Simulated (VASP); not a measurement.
## Na: single point with r2SCAN

Crystal: Na.

```
Na
1.0
     0.00000    3.71037    3.71037
     3.71037    0.00000    3.71037
     3.71037    3.71037    0.00000
Na
2
Direct
  0.12500 0.12500 0.12500
  0.87500 0.87500 0.87500
```

This isn't the form of Na at room conditions, which is bcc.

| Item | Value |
| --- | --- |
| Program | VASP 6.6.1 |
| Task | single point |
| Functional | r2SCAN |
| Potentials or basis | VASP PAW PBE potentials, release 64 (Na_pv) |
| Cutoff | 520 eV |
| k mesh | 8 × 8 × 8 |
| Occupations | fermi-dirac, width 0.1 eV |
| Spin | no spin polarisation |

```yaml
Pressure: 0.2 GPa
Band_gap_on_the_k_mesh: zero (bands 7 and 8 overlap by 1.10 eV)
```

Levels at points of the mesh, in eV from the Fermi level:
```
           k point  band 4  band 5  band 6  band 7  band 8  band 9  band 10  band 11
(0.00, 0.00, 0.00)  -26.56  -26.56  -26.56   -2.88    5.16    5.16     5.16     5.52
(0.50, 0.00, 0.00)  -26.57  -26.56  -26.56   -0.78   -0.45    4.38     4.38     5.10
(0.50, 0.50, 0.00)  -26.59  -26.56  -26.56    0.11    0.11    2.66     2.66     3.48
```

It took 7.1 min on 1 thread of Intel Xeon 8259CL (shared host), peak memory 0.26 GiB.

Caveat: the PAW data sets were made with another functional, which shifts forces and pressure a little.
